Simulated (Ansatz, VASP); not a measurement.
# Ta in VASP and in Ansatz

File INCAR:

```
ALGO = Normal ; EDIFF = 1E-6
ENCUT = 500 ; GGA = PE
GGA_COMPAT = F ; ISIF = 2
ISMEAR = 0 ; IVDW = 12
LASPH = T ; LCHARG = F
LREAL = F ; LWAVE = F
NBANDS = 12 ; NELM = 120
PREC = Accurate ; SIGMA = 0.1
```

Contents of KPOINTS:

```
k-points
0
Gamma
  8 8 8
```

Contents of POSCAR:

```
Ta
1.0
    0.0000000000      2.0859058039      2.0859058039
    2.0859058039      0.0000000000      2.0859058039
    2.0859058039      2.0859058039      0.0000000000
Ta
1
Direct
    0.0000000000      0.0000000000      0.0000000000
```

Input for Ansatz:

```yaml
crystal:
  lattice:
    - [0.0, 2.0859058039, 2.0859058039]
    - [2.0859058039, 0.0, 2.0859058039]
    - [2.0859058039, 2.0859058039, 0.0]
  atoms:
    - { symbol: Ta, position: [0.0, 0.0, 0.0] }
basis:
  ecutwfc: 420
kpoints:
  mp_grid: { grid: [8, 8, 8] }
hamiltonian:
  xc: pbe
  dispersion: d3bj
scf:
  occupations: { method: gaussian, width: 0.1 }
output:
  forces: true
  stress: true
  eigenvalues: true
```

Alike in both runs: task single point; functional PBE; dispersion D3(BJ); k mesh 8 × 8 × 8; occupations gaussian, width 0.1 eV; no spin polarisation.

|  | VASP | Ansatz |
| --- | --- | --- |
| version | VASP 6.6.1 | Ansatz 0.2.0 |
| potentials or method | VASP PAW PBE potentials, release 64 (Ta_pv), cutoff 500 eV | scalar-relativistic, plane waves, PAW |
| valence electrons in the cell | 11 | 13 |

```tsv
	VASP	Ansatz	Ansatz less VASP
gap on the k mesh at the Fermi level (eV)	none	none	-
pressure (GPa)	3.0	2.9	-0.06
```

A gap of «none» marks a metal or a gap that the smearing closes. VASP's potentials hold 11 valence electrons a cell and Ansatz's 13, so a difference there can come from the potentials and not from the codes.

Spin-orbit coupling is off throughout.
